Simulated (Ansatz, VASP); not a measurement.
**Ba in VASP and in Ansatz**

```
Ba
1.0
     3.96700   -0.42451   -0.42451
    -0.42451    3.96700   -0.42451
    -0.42451   -0.42451    3.96700
Ba
1
Direct
  0.00000 0.00000 0.00000
```

Alike in both runs: task single point; functional LDA; k mesh 14 × 14 × 14; occupations gaussian, width 0.15 eV; no spin polarisation.

|  | VASP | Ansatz |
| --- | --- | --- |
| version | VASP 6.6.1 | Ansatz 0.2.0 |
| potentials or method | VASP PAW LDA potentials, release 64 (Ba_sv), cutoff 520 eV | scalar-relativistic, plane waves, PAW |
| valence electrons in the cell | 10 | 10 |

```csv
,VASP,Ansatz,Ansatz less VASP
gap on the k mesh at the Fermi level (eV),none,none,-
pressure (GPa),-0.9,-1.0,-0.06
"traceless stress, the component that is largest in VASP (GPa)",-0.83,-0.82,+0.008
```

LDA's correlation is that of Perdew and Zunger in VASP and of Perdew and Wang (1992) in Ansatz. A gap of «none» marks a metal or a gap that the smearing closes.

Neither program's run includes spin-orbit coupling.
